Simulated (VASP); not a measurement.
## BiB: single point with r2SCAN

The system is BiB.

```
B Bi
1.0
     3.86558    0.00000    0.00000
    -1.93279    3.34769    0.00000
     0.00000    0.00000    6.37545
B Bi
2 2
Direct
  0.33333 0.66667 0.00024
  0.66667 0.33333 0.50024
  0.33333 0.66667 0.37476
  0.66667 0.33333 0.87476
```

```yaml
Program: VASP 6.6.1
Task: single point
Functional: r2SCAN
Potentials_or_basis: VASP PAW PBE potentials, release 64 (B, Bi_d)
Cutoff: 520 eV
k_mesh: 6 × 6 × 4
Occupations: fermi-dirac, width 0.02 eV
Spin: no spin polarisation
```

The pressure is -0.1 GPa. The band gap on the k mesh is 0.20 eV, direct.

Forces on the atoms (eV/Å):
```
B    0.000  0.000 -0.003
B    0.000  0.000 -0.003
Bi   0.000  0.000  0.003
Bi   0.000  0.000  0.003
```

Stress tensor (GPa, compression positive):
```
-0.06  0.00  0.00
 0.00 -0.06  0.00
 0.00  0.00 -0.22
```

Levels at points of the mesh, in eV from the valence-band top:
| k point | band 14 | band 15 | band 16 | band 17 | band 18 | band 19 | band 20 | band 21 | band 22 | band 23 |
| --- | --- | --- | --- | --- | --- | --- | --- | --- | --- | --- |
| (0.00, 0.00, 0.00) | -1.84 | -1.84 | -0.24 | 0.00 | 0.00 | 0.20 | 0.45 | 2.65 | 2.65 | 3.10 |
| (0.50, 0.00, 0.00) | -7.13 | -5.39 | -3.76 | -3.30 | -1.84 | 0.73 | 1.83 | 3.41 | 4.32 | 5.16 |
| (0.00, 0.00, 0.50) | -5.11 | -1.10 | -1.10 | -1.10 | -1.10 | 0.90 | 0.90 | 3.85 | 3.85 | 3.85 |
| (0.50, 0.00, 0.50) | -8.28 | -3.03 | -3.03 | -2.96 | -2.96 | 0.73 | 0.73 | 2.54 | 2.54 | 6.58 |

Wall time 120 s on 1 thread of Intel(R) Xeon(R) Platinum 8488C (Sapphire Rapids) (shared host), peak memory 0.22 GiB.

Caveat: the PAW data sets were made with another functional, which shifts forces and pressure a little; spin-orbit coupling is left out, which moves the levels of the heavy elements. A k mesh can miss the band edges.
